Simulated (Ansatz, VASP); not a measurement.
# B2AsN: VASP beside Ansatz

File INCAR:

```
SYSTEM = B2AsN
ALGO = Normal
EDIFF = 1E-6
ENCUT = 600
GGA = PE
GGA_COMPAT = .FALSE.
ISIF = 2
ISMEAR = -1
LASPH = .TRUE.
LCHARG = .TRUE.
LELF = .TRUE.
LREAL = .FALSE.
LVHAR = .TRUE.
LWAVE = .FALSE.
NBANDS = 36
NELM = 120
PREC = Accurate
SIGMA = 0.02
```

KPOINTS

```
k-points
0
G
  8 8 8
  0 0 0
```

File POSCAR:

```
B2AsN
1.0
   -2.1211533955      2.1211533955      4.1533937131
    2.1211533955     -2.1211533955      4.1533937131
    2.1211533955      2.1211533955     -4.1533937131
N B As
2 4 2
Direct
    0.0000000000      0.0000000000      0.0000000000
    0.2500000000      0.7500000000      0.5000000000
    0.6250000000      0.7001349977      0.5751349977
    0.9501349977      0.3750000000      0.0751349977
    0.1250000000      0.0498650023      0.4248650023
    0.2998650023      0.8750000000     -0.0751349977
    0.5000000000      0.5000000000      0.0000000000
    0.7500000000      0.2500000000      0.5000000000
```

Input for Ansatz:

```yaml
crystal:
  lattice:
    - [-2.1211533955, 2.1211533955, 4.1533937131]
    - [2.1211533955, -2.1211533955, 4.1533937131]
    - [2.1211533955, 2.1211533955, -4.1533937131]
  atoms:
    - { symbol: "N", position: [0.0, 0.0, 0.0] }
    - { symbol: B, position: [0.625, 0.7001349977, 0.5751349977] }
    - { symbol: "N", position: [0.25, 0.75, 0.5] }
    - { symbol: B, position: [0.9501349977, 0.375, 0.0751349977] }
    - { symbol: As, position: [0.5, 0.5, 0.0] }
    - { symbol: B, position: [0.125, 0.0498650023, 0.4248650023] }
    - { symbol: As, position: [0.75, 0.25, 0.5] }
    - { symbol: B, position: [0.2998650023, 0.875, -0.0751349977] }
kpoints:
  mp_grid: { grid: [8, 8, 8] }
  band_path:
    path:
      - [[0.0, 0.0, 0.0], [-1.082171264544e-17, 1.082171264544e-17, 0.5], [0.25, 0.25, 0.25], [3.743098954771e-18, 0.5, -3.743098954771e-18], [0.0, 0.0, 0.0], [0.5, 0.5, -0.5], [0.315204558609, 0.684795441391, -0.315204558609]]
      - [[-0.315204558609, 0.315204558609, 0.315204558609], [0.0, 0.0, 0.0]]
      - [[-1.082171264544e-17, 1.082171264544e-17, 0.5], [-0.1304091172181, 0.1304091172181, 0.5]]
      - [[0.5, 0.5, -0.1304091172181], [0.5, 0.5, -0.5]]
    npoints: 10
hamiltonian:
  xc: pbe
scf:
  occupations: { method: fermi_dirac, width: 0.02 }
  n_extra_bands: 6
output:
  forces: true
  stress: true
  eigenvalues: true
```

Alike in both runs: task single point; functional PBE; k mesh 8 × 8 × 8; occupations fermi-dirac, width 0.02 eV; no spin polarisation.

|  | VASP | Ansatz |
| --- | --- | --- |
| version | VASP 6.6.1 | Ansatz 0.2.0 |
| potentials or method | VASP PAW PBE potentials, release 64 (N, B, As_d) | plane waves, PAW |
| plane-wave cutoff (eV) | 600 | 420 |
| valence electrons in the cell | 52 | 52 |

|  | VASP | Ansatz | Ansatz less VASP |
| --- | --- | --- | --- |
| gap on the k mesh at the Fermi level (eV) | 2.08 | 2.08 | 0.000 |
| pressure (GPa) | 2.1 | 2.3 | +0.20 |
| rms of the force components (eV/Å) | 0.082 | 0.090 | +0.0082 |

With one functional, cell and mesh, what is left measures potentials, basis and numerics.
